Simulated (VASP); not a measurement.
# Si3N4 (Si3N4 (P6_3/m)) (P6_3/m) in VASP: single point with PBE

Aim: the single point of Si3N4 (Si3N4 (P6_3/m)) with PBE.

Program: VASP 6.6.1. These are calculated values, not measurements. Logs are shortened: lines on timing, memory, paths and dates and some standing lists are left out, and cuts for length are marked.

### 1 The cell of the first run

Symmetry: P6_3/m, No. 176, hexagonal system. Conventional cell: a = 7.663 Å, b = 7.663 Å, c = 2.926 Å, α = 90.00°, β = 90.00°, γ = 120.00°. Within 2.3 Å of Si (site symmetry m) lie 4 N at 1.74 to 1.75 Å. N (site symmetry -6) has 3 Si at 1.74 Å within 2.3 Å. Within 2.3 Å of N (site symmetry m) lie 3 Si at 1.75 Å.

### 2 Single point, PBE

Input file INCAR:

```
PREC = Accurate ; ENCUT = 600
EDIFF = 1E-6 ; ISMEAR = -1
SIGMA = 0.01 ; LREAL = False
LASPH = True ; NELM = 120
ALGO = Normal ; ISIF = 2
LWAVE = False ; LCHARG = False
GGA = PE ; ISYM = 0
NBANDS = 45 ; GGA_COMPAT = False
```

Input file KPOINTS:

```
Automatic mesh
0
Gamma
  1 1 2
  0.25 0.25 0.25
```

Input file POSCAR:

```
Si3N4
1.0
    7.6633883300      0.0000000000      0.0000000000
   -3.8316941700      6.6366889800      0.0000000000
    0.0000000000      0.0000000000      2.9261390000
Si N
6 8
Direct
    0.2310993400      0.8249884700      0.7500000000
    0.4061108600      0.2310993400      0.2500000000
    0.8249884700      0.5938891400      0.2500000000
    0.1750115300      0.4061108600      0.7500000000
    0.5938891400      0.7689006600      0.7500000000
    0.7689006600      0.1750115300      0.2500000000
    0.3333333300      0.6666666700      0.7500000000
    0.6666666700      0.3333333300      0.2500000000
    0.9691753800      0.6699950300      0.7500000000
    0.2991803500      0.9691753800      0.2500000000
    0.6699950300      0.7008196500      0.2500000000
    0.3300049700      0.2991803500      0.7500000000
    0.0308246200      0.3300049700      0.2500000000
    0.7008196500      0.0308246200      0.7500000000
```

Potentials or basis: VASP PAW PBE potentials, release 64 (Si, N).

Started as:

```bash
cat potpaw_PBE.64/Si/POTCAR potpaw_PBE.64/N/POTCAR > POTCAR
mpirun -np 1 vasp_std > vasp.out
```

OUTCAR:

```text
PREC = Accurate
   ENCUT = 600
   EDIFF = 1E-6
   ISMEAR = -1
   LREAL = False
   LASPH = True
   NELM = 120
   ISIF = 2
   GGA = PE
   ISYM = 0

 ion  position               nearest neighbor table
   1  0.231  0.825  0.750-   7 1.74   9 1.75  10 1.75  10 1.75   5 3.02   4 3.02   3 3.07   3 3.07
                             2 3.07   2 3.07
   2  0.406  0.231  0.250-   8 1.74  10 1.75  12 1.75  12 1.75   6 3.02   3 3.02   4 3.07   4 3.07
                             1 3.07   1 3.07
   3  0.825  0.594  0.250-   8 1.74  11 1.75   9 1.75   9 1.75   2 3.02   6 3.02   5 3.07   5 3.07
                             1 3.07   1 3.07
   4  0.175  0.406  0.750-   7 1.74  12 1.75  13 1.75  13 1.75   5 3.02   1 3.02   2 3.07   2 3.07
                             6 3.07   6 3.07
   5  0.594  0.769  0.750-   7 1.74  14 1.75  11 1.75  11 1.75   1 3.02   4 3.02   3 3.07   3 3.07
                             6 3.07   6 3.07
   6  0.769  0.175  0.250-   8 1.74  13 1.75  14 1.75  14 1.75   2 3.02   3 3.02   4 3.07   4 3.07
                             5 3.07   5 3.07
   7  0.333  0.667  0.750-   1 1.74   4 1.74   5 1.74
   8  0.667  0.333  0.250-   6 1.74   3 1.74   2 1.74
   9  0.969  0.670  0.750-   1 1.75   3 1.75   3 1.75
  10  0.299  0.969  0.250-   2 1.75   1 1.75   1 1.75
  11  0.670  0.701  0.250-   3 1.75   5 1.75   5 1.75
  12  0.330  0.299  0.750-   4 1.75   2 1.75   2 1.75
  13  0.031  0.330  0.250-   6 1.75   4 1.75   4 1.75
  14  0.701  0.031  0.750-   5 1.75   6 1.75   6 1.75

IMPORTANT INFORMATION: All symmetrisations will be switched off!
NOSYMM: (Re-)initialisation of all symmetry stuff for point group C_1.

----------------------------------------------------------------------------------------

                                     Primitive cell

  volume of cell :     148.8220

  direct lattice vectors                    reciprocal lattice vectors
     7.663388330  0.000000000  0.000000000     0.130490582  0.075338772  0.000000000
    -3.831694170  6.636688980  0.000000000     0.000000000  0.150677545  0.000000000
     0.000000000  0.000000000  2.926139000     0.000000000  0.000000000  0.341747265

  length of vectors
     7.663388330  7.663388339  2.926139000     0.150677545  0.150677545  0.341747265

  position of ions in fractional coordinates (direct lattice)
     0.231099340  0.824988470  0.750000000
     0.406110860  0.231099340  0.250000000
     0.824988470  0.593889140  0.250000000
     0.175011530  0.406110860  0.750000000
     0.593889140  0.768900660  0.750000000
     0.768900660  0.175011530  0.250000000
     0.333333330  0.666666670  0.750000000
     0.666666670  0.333333330  0.250000000
     0.969175380  0.669995030  0.750000000
     0.299180350  0.969175380  0.250000000
[... 99 lines left out ...]
     AMIX     =   0.40;   BMIX     =  1.00
     AMIX_MAG =   1.60;   BMIX_MAG =  1.00
  volume/ion in A,a.u.               =      10.63        71.74
  Fermi-wavevector in a.u.,A,eV,Ry     =   1.235698  2.335131 20.775416  1.526950
  Thomas-Fermi vector in A             =   2.370337
   LORBIT       =      0    0 simple, 1 ext, 2 COOP (PROOUT), +10 PAW based schemes
   GGA     = PE    functional components
   LHFCALC =     F    Hartree Fock is set to
   AEXX    =    0.0000 exact exchange contribution
   IVDW    =     0    specifies the selected vdW correction
   LEPSILON=     F    determine dielectric tensor
   LRPA    =     F    only Hartree local field effects (RPA)
 non-spin polarized calculation
  energy-cutoff  :      600.00
  volume of cell :      148.82
 maximum number of plane-waves:      4977
 NGX is ok and might be reduce to    64
   NGX = 31   NGY = 31   NGZ = 11

 number of electron      63.9999994 magnetization

 Free energy of the ion-electron system (eV)
  ---------------------------------------------------
  ext. energy  EPLUGINS =         0.00000000
  ---------------------------------------------------
  free energy    TOTEN  =      -114.67458023 eV

  energy without entropy =     -114.67458023  energy(sigma->0) =     -114.67458023

 E-fermi :   6.3450     XC(G=0): -10.7121

 val. band max:        6.0497356109   @ k =   0.2500   0.5000   0.1250
 cond. band min:      11.3772223223   @ k =   0.2500   0.5000  -0.3750
 fundamental gap:      5.3274867115
 Fermi energy:         6.3449548575

 k-point     1 :       0.2500    0.2500    0.1250
  band No.  band energies     occupation
      1     -10.9728      2.00000
      2     -10.5202      2.00000
      3     -10.4306      2.00000
      4      -9.4137      2.00000
      5      -9.0221      2.00000
      6      -8.3247      2.00000
[... 553 lines left out ...]
     43      14.2756      0.00000
     44      14.5495      0.00000
 [bands above 44 left out]

------------------------ aborting loop because EDIFF is reached ----------------------------------------

  FORCE on cell =-STRESS in cart. coord.  units (eV):
  Direction    XX          YY          ZZ          XY          YZ          ZX
  --------------------------------------------------------------------------------------
  -------------------------------------------------------------------------------------
  Total        0.1540099      0.1539810     -0.9882631      0.0000936      0.0000045     -0.0000018
  in kB        1.6580282      1.6577173    -10.6393698      0.0010079      0.0000480     -0.0000197
  external PRESSURE =      -2.4412081 kB  Pullay stress =       0.0000000 kB

 VOLUME and BASIS-vectors are now :
 -----------------------------------------------------------------------------
  energy-cutoff  :      600.00
  volume of cell :      148.82
      direct lattice vectors                 reciprocal lattice vectors
     7.663388330  0.000000000  0.000000000     0.130490582  0.075338772  0.000000000
    -3.831694170  6.636688980  0.000000000     0.000000000  0.150677545  0.000000000
     0.000000000  0.000000000  2.926139000     0.000000000  0.000000000  0.341747265

 POSITION                                       TOTAL-FORCE (eV/Angst)
 -----------------------------------------------------------------------------------
     -1.39010      5.47519      2.19460         0.028600     -0.010075     -0.000000
      2.22668      1.53373      0.73153         0.023031      0.019731     -0.000000
      4.04661      3.94146      0.73153         0.005581     -0.029810     -0.000000
     -0.21491      2.69523      2.19460        -0.005580      0.029811     -0.000000
      1.60501      5.10295      2.19460        -0.023032     -0.019731      0.000000
      5.22179      1.16150      0.73153        -0.028600      0.010077      0.000001
     -0.00000      4.42446      2.19460         0.000007     -0.000001     -0.000000
      3.83169      2.21223      0.73153        -0.000006      0.000001      0.000001
      4.85995      4.44655      2.19460         0.030626      0.008754      0.000000
     -1.42085      6.43212      0.73153         0.007733      0.030903      0.000000
      2.44911      4.65112      0.73153         0.022891     -0.022159     -0.000001
      1.38259      1.98557      2.19460        -0.022892      0.022164      0.000000
     -1.02826      2.19014      0.73153        -0.030616     -0.008761     -0.000000
      5.25254      0.20457      2.19460        -0.007744     -0.030903     -0.000001
 -----------------------------------------------------------------------------------
    total drift:                               -0.000005     -0.000010     -0.000000

  FREE ENERGIE OF THE ION-ELECTRON SYSTEM (eV)
  ---------------------------------------------------
  free  energy   TOTEN  =      -114.6745802292 eV

  energy  without entropy=     -114.6745802292  energy(sigma->0) =     -114.67458023
```

It took 70 s on 1 thread of Intel Xeon 6975P-C (Granite Rapids), shared host; peak memory 0.3 GiB.

What came out:

```yaml
Free_energy: -114.6746 eV
Pressure: -0.2 GPa
Largest_force: 0.032 eV/Å
Band_gap_on_the_k_mesh: 5.33 eV, indirect (least direct gap 5.61 eV)
```

Forces on the atoms (eV/Å):
```
Si   0.029 -0.010  0.000
Si   0.023  0.020  0.000
Si   0.006 -0.030  0.000
Si  -0.006  0.030  0.000
Si  -0.023 -0.020  0.000
Si  -0.029  0.010  0.000
N    0.000  0.000  0.000
N    0.000  0.000  0.000
N    0.031  0.009  0.000
N    0.008  0.031  0.000
N    0.023 -0.022  0.000
N   -0.023  0.022  0.000
N   -0.031 -0.009  0.000
N   -0.008 -0.031  0.000
```

Stress tensor (GPa, compression positive):
```
 0.17  0.00  0.00
 0.00  0.17  0.00
 0.00  0.00 -1.06
```

Caveat: the k points lie up to 1.07 Å⁻¹ apart. A hybrid or GW would open this gap; PBE tends to underestimate it.
